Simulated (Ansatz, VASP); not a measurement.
# Two plane-wave programs on Hf2B

```
Hf B
1.0
     0.00000    2.93086    2.93086
     2.93086    0.00000    2.93086
     2.93086    2.93086    0.00000
Hf B
2 1
Direct
  0.25000 0.25000 0.25000
  0.75000 0.75000 0.75000
  0.00000 0.00000 0.00000
```

Alike in both runs: task relaxation of cell and atoms; functional PBE; k mesh 14 × 14 × 14; occupations gaussian, width 0.1 eV; no spin polarisation.

|  | VASP | Ansatz |
| --- | --- | --- |
| version | VASP 6.6.1 | Ansatz 0.2.0 |
| potentials or method | VASP PAW PBE potentials, release 64 (Hf_pv, B), cutoff 600 eV | scalar-relativistic, plane waves, PAW |
| valence electrons in the cell | 23 | 55 |

```tsv
	VASP	Ansatz	Ansatz less VASP
gap on the k mesh at the Fermi level, each at its own relaxed structure (eV)	none	none	-
relaxed volume (Å³/atom)	16.75	16.81	+0.062
relaxed cell length with the largest relative difference (Å)	4.142	4.147	+0.0051
```

A gap of «none» marks a metal or a gap that the smearing closes. VASP's potentials hold 23 valence electrons a cell and Ansatz's 55, so a difference there can come from the potentials and not from the codes.

Neither program's run includes spin-orbit coupling.
